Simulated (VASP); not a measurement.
Ni:

```
Ni
1.0
     0.00000    1.81150    1.81150
     1.80369    0.00782    1.80369
     1.81150    1.81150    0.00000
Ni
1
Direct
  0.00000 0.00000 0.00000
```

Base run:

```yaml
Program: VASP 6.6.1
Functional: PBEsol
Dispersion: D3(BJ)
Potentials_or_basis: VASP PAW PBE potentials, release 64 (Ni_sv_GW)
Cutoff: 590 eV
k_mesh: 13 × 13 × 13
Occupations: fermi-dirac, width 0.025 eV
Spin: collinear spin, ferromagnetic start
Starting_moments: "[1.08] μB"
Hubbard_terms: Ni d U = 6.2 eV
```

Its results: pressure -23.4 GPa; net moment 0.95 μB per cell; site moments Ni +1.07 μB.

Problem. The run is repeated on the same cell with these changes: potentials or basis from VASP PAW PBE potentials, release 64 (Ni_sv_GW) to VASP PAW PBE potentials, release 64 (Ni); cutoff from 590 eV to 520 eV; further incar settings from ALGO = Normal; EDIFF = 1e-06; NBANDS = 19 to ALGO = Fast; EDIFF = 1e-06; NBANDS = 15; valence electrons from 18 to 10. What comes out?

Solution. Pressure -29.6 GPa; net moment 0.85 μB per cell; site moments Ni +0.91 μB.

Caveats: the PAW data sets were made with another functional, which shifts forces and pressure a little; pairwise dispersion overbinds metals, which lowers pressure and volume; the U is typed as a test and isn't derived for this compound.
